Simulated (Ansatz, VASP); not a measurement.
**One calculation of Cu3Au, two programs**

```
CELL_PARAMETERS angstrom
3.78137 0.00000 0.00000
0.00000 3.78137 0.00000
0.00000 0.00000 3.78137
ATOMIC_POSITIONS crystal
Cu 0.00000 0.50000 0.50000
Cu 0.50000 0.00000 0.50000
Cu 0.50000 0.50000 0.00000
Au 0.00000 0.00000 0.00000
```

Alike in both runs: functional PBE; k mesh 12 × 12 × 12; occupations fermi-dirac, width 0.15 eV; no spin polarisation.

Ansatz relaxed the structure, and its values are those at the end. VASP's run is a single point on that final structure, the one shown.

```csv
,VASP,Ansatz
version,VASP 6.6.1,Ansatz 0.2.0
potentials or method,"VASP PAW PBE potentials, release 64 (Cu, Au), cutoff 600 eV","scalar-relativistic, plane waves, PAW"
valence electrons in the cell,44,76
```

```csv
,VASP,Ansatz,Ansatz less VASP
gap on the k mesh at the Fermi level (eV),none,none,-
pressure (GPa),0.3,0.0,-0.34
```

A gap of «none» marks a metal or a gap that the smearing closes. The functional is the same, so the differences come from potentials, cutoffs and numerics. VASP's potentials hold 44 valence electrons a cell and Ansatz's 76, so a difference there can come from the potentials and not from the codes.

Neither program's run includes spin-orbit coupling.
